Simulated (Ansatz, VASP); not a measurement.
## One calculation of Sn3PbSe4, two programs

```xyz
8
Lattice="-2.9890 2.9890 5.9750 2.9890 -2.9890 5.9750 2.9890 2.9890 -5.9750" Properties=species:S:1:pos:R:3 pbc="T T T"
Sn    0.0000    2.9890    2.9875
Sn    0.0000    0.0000    0.0000
Sn    2.9890    0.0000    2.9875
Se    0.0000    2.9890    0.0000
Se    0.0000    0.0000    9.0067
Se    2.9890    0.0000    0.0000
Se    0.0000    0.0000    2.9434
Pb    0.0000    0.0000    5.9750
```

Alike in both runs: task single point; functional PBE; k mesh 6 × 6 × 6; occupations fermi-dirac, width 0.02 eV; no spin polarisation.

|  | VASP | Ansatz |
| --- | --- | --- |
| version | VASP 6.6.1 | Ansatz 0.2.0 |
| potentials or method | VASP PAW PBE potentials, release 64 (Sn_d, Se, Pb_d) | plane waves, PAW |
| plane-wave cutoff (eV) | 520 | 420 |
| valence electrons in the cell | 80 | 120 |

```tsv
	VASP	Ansatz	Ansatz less VASP
pressure (GPa)	3.4	3.4	0.00
```

The functional is the same, so the differences come from potentials, cutoffs and numerics. VASP's potentials hold 80 valence electrons a cell and Ansatz's 120, so a difference there can come from the potentials and not from the codes.

Spin-orbit coupling is off throughout.
